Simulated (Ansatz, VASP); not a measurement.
Zr2Br3Cl in VASP and in Ansatz

Contents of INCAR:

```
SYSTEM = Zr2Br3Cl
PREC = Accurate
ENCUT = 520
EDIFF = 1E-6
ISMEAR = 0
SIGMA = 0.1
LREAL = .False.
LASPH = .True.
NELM = 100
ALGO = Normal
ISIF = 2
LWAVE = .False.
LCHARG = .False.
GGA = PE
NBANDS = 35
```

The input KPOINTS:

```
regular mesh
0
Gamma
  6 6 2
  0 0 0
```

POSCAR

```
Zr2Br3Cl
1.0
    4.4503713100      0.0000000000      0.0000000000
   -2.2251856500      3.8541346100      0.0000000000
    0.0000000000      0.0000000000     10.4036689000
Zr Br Cl
2 3 1
Direct
    0.3333333300      0.6666666700      0.0000000000
    0.6666666700      0.3333333300      0.5000000000
    0.6666666700      0.3333333300      0.7995032400
    0.6666666700      0.3333333300      0.2004967600
    0.3333333300      0.6666666700      0.5000000000
    0.0000000000      0.0000000000      0.0000000000
```

Input for Ansatz:

```yaml
crystal:
  lattice:
    - [4.45037131, 0.0, 0.0]
    - [-2.22518565, 3.85413461, 0.0]
    - [0.0, 0.0, 10.4036689]
  atoms:
    - { symbol: Zr, position: [0.33333333, 0.66666667, 0.0] }
    - { symbol: Zr, position: [0.66666667, 0.33333333, 0.5] }
    - { symbol: Br, position: [0.66666667, 0.33333333, 0.79950324] }
    - { symbol: Br, position: [0.66666667, 0.33333333, 0.20049676] }
    - { symbol: Br, position: [0.33333333, 0.66666667, 0.5] }
    - { symbol: Cl, position: [0.0, 0.0, 0.0] }
basis:
  ecutwfc: 420
kpoints:
  mp_grid: { grid: [6, 6, 2] }
hamiltonian:
  xc: pbe
scf:
  occupations: { method: gaussian, width: 0.1 }
  lower_state_search: "off"
output:
  forces: true
  stress: true
  eigenvalues: true
```

Alike in both runs: task single point; functional PBE; k mesh 6 × 6 × 2; occupations gaussian, width 0.1 eV; no spin polarisation.

```csv
,VASP,Ansatz
version,VASP 6.6.1,Ansatz 0.2.0
potentials or method,"VASP PAW PBE potentials, release 64 (Zr_sv, Br, Cl), cutoff 520 eV","scalar-relativistic, plane waves, PAW"
valence electrons in the cell,52,52
```

|  | VASP | Ansatz | Ansatz less VASP |
| --- | --- | --- | --- |
| gap on the k mesh at the Fermi level (eV) | none | none | - |
| pressure (GPa) | -1.7 | -1.7 | -0.02 |
| traceless stress, the component that is largest in VASP (GPa) | -3.46 | -3.41 | +0.049 |
| rms of the force components (eV/Å) | 0.219 | 0.221 | +0.0016 |

Atom by atom the forces differ by 0.002 eV/Å (rms over components). A gap of «none» marks a metal or a gap that the smearing closes.
